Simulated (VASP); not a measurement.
**CdBiO4: single point with PBE**

CdBiO4:

```
CELL_PARAMETERS angstrom
0.00000 3.48082 3.48082
3.48082 0.00000 3.48082
3.48082 3.48082 0.00000
ATOMIC_POSITIONS crystal
Cd 0.25000 0.25000 0.25000
Bi 0.00000 0.00000 0.00000
O 0.62388 0.62388 0.62388
O 0.12835 0.62388 0.62388
O 0.62388 0.12835 0.62388
O 0.62388 0.62388 0.12835
```

The cell was generated, and may not be a known phase.

- Program: VASP 6.6.1
- Task: single point
- Functional: PBE
- Potentials or basis: VASP PAW PBE potentials, release 64 (Cd, Bi_d, O)
- Cutoff: 520 eV
- k mesh: 4 × 4 × 4
- Occupations: gaussian, width 0.1 eV
- Spin: no spin polarisation

| Item | Value |
| --- | --- |
| Pressure | -9.2 GPa |
| Largest force | 0.039 eV/Å |
| Band gap on the k mesh | zero (an odd number of electrons rules out a gap without spin polarisation) |

Forces on the atoms (eV/Å):
```
Cd   0.000  0.000  0.000
Bi   0.000  0.000  0.000
O    0.022  0.022  0.022
O    0.022 -0.022 -0.022
O   -0.022  0.022 -0.022
O   -0.022 -0.022  0.022
```

Levels at points of the mesh, in eV from the Fermi level:
```
           k point  band 21  band 22  band 23  band 24  band 25  band 26  band 27  band 28  band 29  band 30
(0.00, 0.00, 0.00)    -2.51    -0.12    -0.12    -0.12     0.42     0.42     0.42     1.04     1.06     1.06
(0.50, 0.00, 0.00)    -2.13    -1.50    -1.50    -1.38    -0.25    -0.10     0.48     0.48     2.45     2.45
(0.50, 0.50, 0.00)    -1.57    -1.48    -1.41    -1.41    -1.34     0.39     0.39     0.81     2.38     2.38
```

Run time: 17 s on 1 thread of Intel(R) Xeon(R) 6975P-C (Granite Rapids) (shared host), peak memory 0.24 GiB.

Caveat: the k points lie up to 0.39 Å⁻¹ apart, too coarse for converged energies and pressures of a metal; spin-orbit coupling is left out, which moves the levels of the heavy elements; an odd number of electrons without spin polarisation forces a metal; a magnetic or distorted state may lie lower.
